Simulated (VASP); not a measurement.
**Ta16F: single point with PBE**

System: Ta16F, a slab with vacuum.

```xyz
17
Lattice="6.6379 0.0000 0.0000 0.0000 6.6379 0.0000 0.0000 0.0000 20.2997" Properties=species:S:1:pos:R:3 pbc="T T T"
Ta    1.6595    1.6595    4.0000
Ta    1.6595    4.9785    4.0000
Ta    4.9785    1.6595    4.0000
Ta    4.9785    4.9785    4.0000
Ta    0.0000    0.0000    5.6595
Ta    0.0000    3.3190    5.6595
Ta    3.3190    0.0000    5.6595
Ta    3.3190    3.3190    5.6595
Ta    1.6595    1.6595    7.3061
Ta    1.6595    4.9785    7.3061
Ta    4.9785    1.6595    7.3061
Ta    4.9785    4.9785    7.3061
Ta    0.0000    0.0000    8.7997
Ta    0.0000    3.3190    8.7997
Ta    3.3190    0.0000    8.7997
Ta    3.3190    3.3190    8.7997
F     0.0000    1.6595   10.2759
```

```json
{"Program": "VASP 6.6.1", "Task": "single point", "Functional": "PBE", "Potentials or basis": "VASP PAW PBE potentials, release 64 (Ta_pv, F)", "Cutoff": "520 eV", "k mesh": "4 × 4 × 1", "Occupations": "gaussian, width 0.1 eV", "Spin": "no spin polarisation"}
```

| Property | Result |
| --- | --- |
| Largest force | 1.423 eV/Å |
| Band gap on the k mesh | zero (an odd number of electrons rules out a gap without spin polarisation) |

Forces in eV/Å, atoms in the order of the input:
```
Ta  -0.027  0.000  0.805
Ta   0.049  0.000  0.758
Ta   0.027  0.000  0.805
Ta  -0.049  0.000  0.758
Ta   0.000  0.112 -0.947
Ta   0.000 -0.112 -0.947
Ta   0.000  0.014 -0.752
Ta   0.000 -0.014 -0.752
Ta   0.282  0.000 -0.598
Ta   0.115  0.000  0.035
Ta  -0.282  0.000 -0.598
Ta  -0.115  0.000  0.035
Ta   0.000  1.002  1.010
Ta   0.000 -1.002  1.010
Ta   0.000  0.063 -0.333
Ta   0.000 -0.063 -0.333
F    0.000  0.000  0.044
```

Levels at points of the mesh, in eV from the Fermi level:
```csv
k point,band 88,band 89,band 90,band 91,band 92,band 93,band 94,band 95,band 96,band 97
"(0.00, 0.00, 0.00)",-0.06,0.02,0.09,0.12,0.16,0.19,0.22,0.36,0.36,0.46
"(0.50, 0.00, 0.00)",-0.63,-0.37,-0.36,-0.30,-0.23,0.20,0.21,0.29,0.29,0.35
"(0.00, 0.50, 0.00)",-0.60,-0.41,-0.36,-0.27,-0.23,0.16,0.21,0.28,0.28,0.43
"(0.50, 0.50, 0.00)",-1.04,-0.87,-0.82,-0.80,-0.63,-0.17,-0.16,-0.14,-0.09,0.31
```

Wall time 23 min on 1 thread of AMD EPYC 9R45 (Zen 5), on a shared host, peak memory 1 GiB.

Caveat: spin-orbit coupling is left out, which moves the levels of the heavy elements.
